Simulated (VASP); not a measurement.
Input of a VASP 6.6.1 run:

The input INCAR:

```
SYSTEM = In3As
PREC = Accurate
ENCUT = 600
EDIFF = 1E-6
ISMEAR = 0
SIGMA = 0.1
LREAL = .FALSE.
LASPH = .TRUE.
NELM = 60
ALGO = Fast
ISIF = 3
LWAVE = .FALSE.
LCHARG = .FALSE.
GGA = PE
IVDW = 12
IBRION = 2
NSW = 100
EDIFFG = -0.005
```

Contents of KPOINTS:

```
Automatic mesh
0
G
  10 10 10
  0 0 0
```

File POSCAR:

```
In3As
1.0
    4.6716810000      0.0000000000      0.0000000000
    0.0000000000      4.6716810000      0.0000000000
    0.0000000000      0.0000000000      4.6716810000
In As
3 1
Direct
    0.0000000000      0.5000000000      0.5000000000
    0.5000000000      0.0000000000      0.5000000000
    0.5000000000      0.5000000000      0.0000000000
    0.0000000000      0.0000000000      0.0000000000
```

Potentials or basis: VASP PAW PBE potentials, release 64 (In_d, As).

Run with:

```console
$ cat potpaw_PBE.64/In_d/POTCAR potpaw_PBE.64/As/POTCAR > POTCAR
$ mpirun -np 1 vasp_std > vasp.out
```

(1) Predict the dispersion energy per atom.

(2) Predict the relaxed cell.

Answers

(1) -0.364 eV.

(2) a = 4.605 Å, b = 4.605 Å, c = 4.605 Å, α = 90.00°, β = 90.00°, γ = 90.00°.
